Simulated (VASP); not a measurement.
# InSb3 (P4/mmm) in VASP: further runs

The runs below take InSb3 through single point, with PBE+D3(BJ).

Program: VASP 6.6.1. These are calculated values, not measurements. Logs are shortened: lines on timing, memory, paths and dates and some standing lists are left out, and cuts for length are marked.

## (1) The cell of the first run

It takes space group P4/mmm (No. 123, tetragonal). Conventional cell: a = 4.355 Å, b = 4.355 Å, c = 4.733 Å, α = 90.00°, β = 90.00°, γ = 90.00°. Within 4.1 Å of In (site symmetry 4/mmm) lie 12 Sb at 3.08 to 3.22 Å. Within 4.1 Å of Sb (site symmetry mmm) lie 8 Sb at 3.08 to 3.22 Å and 4 In at 3.22 Å. Sb (site symmetry 4/mmm) has 4 In at 3.08 Å and 8 Sb at 3.22 Å within 4.1 Å.

## (2) Single point, PBE+D3(BJ) (strain -0.080 along x and y, +0.000 along z)

Input file INCAR:

```
PREC     = Accurate       # precision mode
ENCUT    = 520            # plane-wave cutoff, eV
EDIFF    = 1E-6           # SCF threshold, eV
ISMEAR   = 0              # smearing method
SIGMA    = 0.15           # smearing width, eV
LREAL    = False          # projectors in reciprocal space
LASPH    = True           # aspherical terms in the spheres
NELM     = 100            # most SCF steps
ALGO     = Normal         # electronic algorithm
ISIF     = 2              # what is computed and relaxed
LWAVE    = False          # write WAVECAR
LCHARG   = False          # write CHGCAR
GGA      = PE             # functional
IVDW     = 12             # dispersion correction
NBANDS   = 22             # bands
```

Input file KPOINTS:

```
Automatic mesh
0
Gamma
  10 10 10
```

Input file POSCAR:

```
InSb3
1.0
    4.3546479838      0.0000000000      0.0000000000
    0.0000000000      4.3546479838      0.0000000000
    0.0000000000      0.0000000000      4.7333130259
In Sb
1 3
Direct
    0.0000000000      0.0000000000      0.0000000000
    0.5000000000      0.0000000000      0.5000000000
    0.0000000000      0.5000000000      0.5000000000
    0.5000000000      0.5000000000      0.0000000000
```

Potentials or basis: VASP PAW PBE potentials, release 64 (In_d, Sb).

Command:

```sh
> cat potpaw_PBE.64/In_d/POTCAR potpaw_PBE.64/Sb/POTCAR > POTCAR
> mpirun -np 1 vasp_std > vasp.out
```

OUTCAR:

```text
PREC = Accurate
   ENCUT = 520
   EDIFF = 1E-6
   ISMEAR = 0
   LREAL = False
   LASPH = True
   NELM = 100
   ISIF = 2
   GGA = PE
   IVDW = 12
 IVDW          = 12

 ion  position               nearest neighbor table
   1  0.000  0.000  0.000-   4 3.08   4 3.08   4 3.08   4 3.08   3 3.22   3 3.22   3 3.22   3 3.22
                             2 3.22   2 3.22   2 3.22   2 3.22
   2  0.500  0.000  0.500-   3 3.08   3 3.08   3 3.08   3 3.08   4 3.22   1 3.22   4 3.22   4 3.22
                             1 3.22   4 3.22   1 3.22   1 3.22
   3  0.000  0.500  0.500-   2 3.08   2 3.08   2 3.08   2 3.08   4 3.22   1 3.22   1 3.22   1 3.22
                             4 3.22   4 3.22   4 3.22   1 3.22
   4  0.500  0.500  0.000-   1 3.08   1 3.08   1 3.08   1 3.08   3 3.22   2 3.22   2 3.22   2 3.22
                             3 3.22   3 3.22   3 3.22   2 3.22

  LATTYP: Found a simple tetragonal cell.
 ALAT       =     4.3546479838
 C/A-ratio  =     1.0869565217

  Lattice vectors:

 A1 = (   4.3546479838,   0.0000000000,   0.0000000000)
 A2 = (   0.0000000000,   4.3546479838,   0.0000000000)
 A3 = (   0.0000000000,   0.0000000000,   4.7333130259)

Analysis of symmetry for initial positions (statically):
=====================================================================
 Subroutine PRICEL returns:
 Original cell was already a primitive cell.

 Routine SETGRP: Setting up the symmetry group for a
 simple tetragonal supercell.

 Subroutine GETGRP returns: Found 16 space group operations
 (whereof 16 operations were pure point group operations)
 out of a pool of 16 trial point group operations.

The static configuration has the point symmetry D_4h.

Analysis of symmetry for dynamics (positions and initial velocities):
=====================================================================
 Subroutine PRICEL returns:
 Original cell was already a primitive cell.

 Routine SETGRP: Setting up the symmetry group for a
 simple tetragonal supercell.

 Subroutine GETGRP returns: Found 16 space group operations
 (whereof 16 operations were pure point group operations)
 out of a pool of 16 trial point group operations.

The dynamic configuration has the point symmetry D_4h.

 Subroutine INISYM returns: Found 16 space group operations
 (whereof 16 operations are pure point group operations),
 and found     1 'primitive' translations

----------------------------------------------------------------------------------------

                                     Primitive cell

  volume of cell :      89.7576

  direct lattice vectors                    reciprocal lattice vectors
     4.354647984  0.000000000  0.000000000     0.229639687  0.000000000  0.000000000
     0.000000000  4.354647984  0.000000000     0.000000000  0.229639687  0.000000000
     0.000000000  0.000000000  4.733313026     0.000000000  0.000000000  0.211268512

  length of vectors
     4.354647984  4.354647984  4.733313026     0.229639687  0.229639687  0.211268512

  position of ions in fractional coordinates (direct lattice)
     0.000000000  0.000000000  0.000000000
     0.500000000  0.000000000  0.500000000
     0.000000000  0.500000000  0.500000000
     0.500000000  0.500000000  0.000000000

  ion indices of the primitive-cell ions
   primitive index   ion index
                 1           1
                 2           2
                 3           3
                 4           4

----------------------------------------------------------------------------------------

 KPOINTS: Automatic mesh

Automatic generation of k-mesh.
 Grid dimensions read from file:
 generate k-points for:   10   10   10

 Generating k-lattice:

  Cartesian coordinates                     Fractional coordinates (reciprocal lattice)
     0.022963969  0.000000000  0.000000000     0.100000000  0.000000000  0.000000000
     0.000000000  0.022963969  0.000000000     0.000000000  0.100000000  0.000000000
     0.000000000  0.000000000  0.021126851     0.000000000  0.000000000  0.100000000

  Length of vectors
     0.022963969  0.022963969  0.021126851

  Shift w.r.t. Gamma in fractional coordinates (k-lattice)
     0.000000000  0.000000000  0.000000000

 Subroutine IBZKPT returns following result:
 ===========================================

 Found    126 irreducible k-points:

 Following reciprocal coordinates:
            Coordinates               Weight
  0.000000  0.000000  0.000000      1.000000
  0.100000  0.000000  0.000000      4.000000
  0.200000  0.000000  0.000000      4.000000
  0.300000  0.000000  0.000000      4.000000
  0.400000  0.000000  0.000000      4.000000
  0.500000  0.000000  0.000000      2.000000
[... 16 lines left out ...]
  0.100000  0.000000  0.100000      8.000000
  0.200000  0.000000  0.100000      8.000000
 [... further k-points ...]
   k-points           NKPTS =    126   k-points in BZ     NKDIM =    126   number of bands    NBANDS=     22
   number of dos      NEDOS =    301   number of ions     NIONS =      4
   total plane-waves  NPLWV =  36864
   dimension x,y,z NGX =    32 NGY =   32 NGZ =   36
   dimension x,y,z NGXF=    64 NGYF=   64 NGZF=   72
   ions per type =               1   3
   NGX,Y,Z   is equivalent  to a cutoff of  12.22, 12.22, 12.64 a.u.
   NGXF,Y,Z  is equivalent  to a cutoff of  24.43, 24.43, 25.29 a.u.
 SYSTEM =  unknown system
   PREC   = accura    normal or accurate (medium, high low for compatibility)
   ISTART =      0    job   : 0-new  1-cont  2-samecut
   ICHARG =      2    charge: 1-file 2-atom 10-const
   ISPIN  =      1    spin polarized calculation?
   LNONCOLLINEAR =      F non collinear calculations
   LSORBIT =      F    spin-orbit coupling
   LASPH  =      T    aspherical Exc in radial PAW
   ENCUT  =  520.0 eV  38.22 Ry    6.18 a.u.   8.10  8.10  8.80*2*pi/ulx,y,z
   NELM   =    100;   NELMIN=  2; NELMDL= -5     # of ELM steps
   EDIFF  = 0.1E-05   stopping-criterion for ELM
   LREAL  =      F    real-space projection
   EDIFFG = 0.1E-04   stopping-criterion for IOM
   NSW    =      0    number of steps for IOM
   IBRION =     -1    ionic relax: 0-MD 1-quasi-New 2-CG
   NFREE  =      0    steps in history (QN), initial steepest desc. (CG)
   ISIF   =      2    stress and relaxation
   ISYM   =      2    0-nonsym 1-usesym 2-fastsym
   POTIM  = 0.5000    time-step for ionic-motion
   TEBEG  =    0.0;   TEEND  =   0.0 temperature during run
   PSTRESS=    0.0 pullay stress
   NELECT =      28.0000    total number of electrons
   NUPDOWN=      -1.0000    fix difference up-down
   EMIN   =  10.00;   EMAX   =-10.00  energy-range for DOS
   EFERMI =   0.00;   METHOD = LEGACY
   ISMEAR =     0;   SIGMA  =   0.15  broadening in eV -4-tet -1-fermi 0-gaus
   EFERMI_NEDOS =   21; number of points for ismear=-14 and -15
   IALGO  =     38    algorithm
   IMIX   =      4    mixing-type and parameters
     AMIX     =   0.40;   BMIX     =  1.00
     AMIX_MAG =   1.60;   BMIX_MAG =  1.00
  volume/ion in A,a.u.               =      22.44       151.43
  Fermi-wavevector in a.u.,A,eV,Ry     =   1.110292  2.098147 16.772548  1.232747
  Thomas-Fermi vector in A             =   2.246841
   LORBIT       =      0    0 simple, 1 ext, 2 COOP (PROOUT), +10 PAW based schemes
   GGA     = PE    functional components
   LHFCALC =     F    Hartree Fock is set to
   AEXX    =    0.0000 exact exchange contribution
   IVDW    =    12    specifies the selected vdW correction
   LEPSILON=     F    determine dielectric tensor
   LRPA    =     F    only Hartree local field effects (RPA)
 non-spin polarized calculation
 Gauss-broadening in eV      SIGMA  =   0.15
  energy-cutoff  :      520.00
  volume of cell :       89.76
 maximum number of plane-waves:      2464
   NGX = 17   NGY = 17   NGZ = 17

 number of electron      27.9999988 magnetization

 Free energy of the ion-electron system (eV)
  ---------------------------------------------------
  ext. energy  EPLUGINS =         0.00000000
  ---------------------------------------------------
  free energy    TOTEN  =       -13.23923782 eV

  energy without entropy =      -13.21634434  energy(sigma->0) =      -13.22779108

 E-fermi :  10.7301     XC(G=0): -11.0349

 val. band max:       10.7270616071   @ k =   0.2000   0.0000   0.1000
 cond. band min:      10.7388864952   @ k =   0.0000   0.0000   0.1000
 fundamental gap:      0.0118248881
 Fermi energy:        10.7301480631

 k-point     1 :       0.0000    0.0000    0.0000
  band No.  band energies     occupation
      1      -4.1013      2.00000
      2      -4.0683      2.00000
      3      -4.0399      2.00000
      4      -4.0360      2.00000
      5      -4.0360      2.00000
      6      -3.1717      2.00000
[... 14 lines left out ...]
     21      15.7498      0.00000
     22      15.7498      0.00000

 k-point     2 :       0.1000    0.0000    0.0000
  band No.  band energies     occupation
      1      -4.0986      2.00000
      2      -4.0653      2.00000
      3      -4.0438      2.00000
      4      -4.0394      2.00000
      5      -4.0359      2.00000
      6      -3.0915      2.00000
[... 14 lines left out ...]
     21      16.1122      0.00000
     22      16.3870      0.00000

 k-point     3 :       0.2000    0.0000    0.0000
  band No.  band energies     occupation
      1      -4.0921      2.00000
      2      -4.0572      2.00000
      3      -4.0540      2.00000
      4      -4.0482      2.00000
      5      -4.0357      2.00000
      6      -2.8517      2.00000
[... 14 lines left out ...]
     21      17.3483      0.00000
     22      17.4034      0.00000
[... 476 lines left out ...]
 k-point    23 :       0.1000    0.0000    0.1000
  band No.  band energies     occupation
      1      -4.0963      2.00000
      2      -4.0645      2.00000
      3      -4.0438      2.00000
      4      -4.0420      2.00000
      5      -4.0379      2.00000
      6      -3.0245      2.00000
[... 14 lines left out ...]
     21      16.2411      0.00000
     22      17.1797      0.00000

 k-point    24 :       0.2000    0.0000    0.1000
  band No.  band energies     occupation
      1      -4.0896      2.00000
      2      -4.0563      2.00000
      3      -4.0539      2.00000
      4      -4.0522      2.00000
      5      -4.0376      2.00000
      6      -2.7835      2.00000
[... 14 lines left out ...]
     21      16.5980      0.00000
     22      16.7348      0.00000

 [... further k-points ...]

------------------------ aborting loop because EDIFF is reached ----------------------------------------

 Edisp (eV)   -2.26443

 E8    (eV) :    -1.0617

  FORCE on cell =-STRESS in cart. coord.  units (eV):
  Direction    XX          YY          ZZ          XY          YZ          ZX
  --------------------------------------------------------------------------------------
  -------------------------------------------------------------------------------------
  Total       8.03507     8.03507     7.95476     0.00000    -0.00000     0.00000
  in kB     143.42631   143.42631   141.99281     0.00000    -0.00000     0.00000
  external pressure =      142.95 kB  Pullay stress =        0.00 kB

 VOLUME and BASIS-vectors are now :
 -----------------------------------------------------------------------------
  energy-cutoff  :      520.00
  volume of cell :       89.76
      direct lattice vectors                 reciprocal lattice vectors
     4.354647984  0.000000000  0.000000000     0.229639687  0.000000000  0.000000000
     0.000000000  4.354647984  0.000000000     0.000000000  0.229639687  0.000000000
     0.000000000  0.000000000  4.733313026     0.000000000  0.000000000  0.211268512

 POSITION                                       TOTAL-FORCE (eV/Angst)
 -----------------------------------------------------------------------------------
      0.00000      0.00000      0.00000         0.000000      0.000000      0.000000
      2.17732      0.00000      2.36666         0.000000      0.000000      0.000000
      0.00000      2.17732      2.36666         0.000000      0.000000      0.000000
      2.17732      2.17732      0.00000         0.000000      0.000000      0.000000
 -----------------------------------------------------------------------------------
    total drift:                               -0.000000      0.000000     -0.000000

  FREE ENERGIE OF THE ION-ELECTRON SYSTEM (eV)
  ---------------------------------------------------
  free  energy   TOTEN  =       -15.5036639019 eV

  energy  without entropy=      -15.4807704206  energy(sigma->0) =      -15.49221716
```

Run time: 50 s. Hardware: 1 thread of Intel Xeon 6975P-C (Granite Rapids), shared host; peak memory 0.36 GiB.

What came out:

```
Free energy                : -15.5037 eV
Pressure                   : 14.3 GPa
Band gap on the k mesh     : zero (bands 14 and 15 overlap by 5.33 eV)
Dispersion energy per atom : -0.566 eV
```

Stress tensor (GPa, compression positive):
```
14.34  0.00  0.00
 0.00 14.34  0.00
 0.00  0.00 14.20
```

Caveat: the cell differs from its parent crystal (strain -0.080 along x and y, +0.000 along z); the cell stands under pressure; spin-orbit coupling is left out, which moves the levels of the heavy elements.

## (3) Single point, PBE+D3(BJ) (strain -0.080 along x and y, +0.040 along z)

Input file INCAR:

```
SYSTEM = InSb3
PREC = Accurate
ENCUT = 520
EDIFF = 1E-6
ISMEAR = 0
SIGMA = 0.15
LREAL = .False.
LASPH = .True.
NELM = 60
ALGO = Normal
ISIF = 2
LWAVE = .False.
LCHARG = .False.
GGA = PE
IVDW = 12
NBANDS = 22
```

Input file KPOINTS:

```
regular mesh
0
Gamma
  10 10 10
  0 0 0
```

Edit POSCAR of step 2 so:

```diff
@@ -4,3 +4,3 @@
     0.0000000000      4.3546479838      0.0000000000
-    0.0000000000      0.0000000000      4.7333130259
+    0.0000000000      0.0000000000      4.9226455469
 In Sb
```

Potentials or basis: VASP PAW PBE potentials, release 64 (In_d, Sb).

Command:

```sh
> cat potpaw_PBE.64/In_d/POTCAR potpaw_PBE.64/Sb/POTCAR > POTCAR
> mpirun -np 1 vasp_std > vasp.out
```

Run time: 53 s. Hardware: 1 thread of Intel Xeon 6975P-C (Granite Rapids), shared host; peak memory 0.38 GiB.

The run converged. Its results:

```
Free energy                : -15.7705 eV
Pressure                   : 10.0 GPa
Band gap on the k mesh     : zero (bands 14 and 15 overlap by 4.72 eV)
Dispersion energy per atom : -0.544 eV
```

Stress tensor (GPa, compression positive):
```
10.14  0.00  0.00
 0.00 10.14  0.00
 0.00  0.00  9.73
```

Levels at points of the mesh, in eV from the Fermi level:
```tsv
k point	band 11	band 12	band 13	band 14	band 15	band 16	band 17	band 18
(0.00, 0.00, 0.00)	-4.78	-3.33	0.10	0.10	0.59	1.88	2.63	2.63
(0.50, 0.00, 0.00)	-3.14	-2.82	-2.08	-1.30	-1.16	2.02	2.71	3.54
(0.50, 0.50, 0.00)	-2.63	-2.63	-2.03	-1.69	-1.69	-1.39	0.28	5.42
(0.00, 0.00, 0.50)	-3.53	-2.46	-2.46	-0.84	-0.81	1.40	1.93	3.46
(0.50, 0.00, 0.50)	-1.45	-1.19	-1.17	-1.11	-0.93	0.51	1.20	2.99
(0.50, 0.50, 0.50)	-5.90	-5.90	-5.15	3.03	3.45	3.45	5.63	5.73
```

Caveat: the cell differs from its parent crystal (strain -0.080 along x and y, +0.040 along z); the cell stands under pressure; spin-orbit coupling is left out, which moves the levels of the heavy elements.

## (4) Single point, PBE+D3(BJ) (strain +0.080 along x and y, -0.040 along z)

Input file INCAR:

```
SYSTEM = InSb3
  PREC = Accurate
  ENCUT = 520
  EDIFF = 1E-6
  ISMEAR = 0
  SIGMA = 0.15
  LREAL = .False.
  LASPH = .True.
  NELM = 60
  ALGO = Normal
  ISIF = 2
  LWAVE = .False.
  LCHARG = .False.
  GGA = PE
  IVDW = 12
  NBANDS = 22
```

Input file KPOINTS:

```
Automatic mesh
0
Gamma
  10 10 10
  0 0 0
```

Input file POSCAR:

```
InSb3
1.0
    5.1119780680      0.0000000000      0.0000000000
    0.0000000000      5.1119780680      0.0000000000
    0.0000000000      0.0000000000      4.5439805049
In Sb
1 3
Direct
    0.0000000000      0.0000000000      0.0000000000
    0.5000000000      0.0000000000      0.5000000000
    0.0000000000      0.5000000000      0.5000000000
    0.5000000000      0.5000000000      0.0000000000
```

Command:

```sh
> cat potpaw_PBE.64/In_d/POTCAR potpaw_PBE.64/Sb/POTCAR > POTCAR
> mpirun -np 1 vasp_std > vasp.out
```

Wall time 3.2 min (1 thread of Intel Xeon Platinum 8488C (Sapphire Rapids), shared host); peak memory 0.45 GiB.

The run converged. Its results:

| Property | Result |
| --- | --- |
| Free energy | -15.9073 eV |
| Pressure | -5.2 GPa |
| Band gap on the k mesh | zero (bands 14 and 15 overlap by 3.52 eV) |
| Dispersion energy per atom | -0.427 eV |

Stress tensor (GPa, compression positive):
```
-5.05  0.00  0.00
 0.00 -5.05  0.00
 0.00  0.00 -5.34
```

Levels at points of the mesh, in eV from the Fermi level:
```csv
k point,band 10,band 11,band 12,band 13,band 14,band 15,band 16,band 17,band 18,band 19
"(0.00, 0.00, 0.00)",-4.17,-3.41,-3.26,0.08,0.08,0.59,1.88,2.15,2.15,3.93
"(0.50, 0.00, 0.00)",-3.07,-2.22,-2.12,-1.31,-0.51,-0.43,1.40,2.10,2.12,2.70
"(0.50, 0.50, 0.00)",-1.56,-0.84,-0.84,-0.76,-0.56,-0.56,0.50,1.80,2.15,2.38
"(0.00, 0.00, 0.50)",-2.55,-2.55,-1.87,-1.87,-1.37,-1.01,1.52,1.52,2.05,2.26
"(0.50, 0.00, 0.50)",-2.72,-1.89,-1.83,-1.29,-1.13,-1.03,-0.94,1.02,3.23,3.37
"(0.50, 0.50, 0.50)",-4.58,-4.58,-4.53,-4.40,2.49,2.57,3.35,3.35,3.82,5.91
```

Caveat: the cell differs from its parent crystal (strain +0.080 along x and y, -0.040 along z); the cell stands under tension; spin-orbit coupling is left out, which moves the levels of the heavy elements.

(Continued in part 2 of 2.)
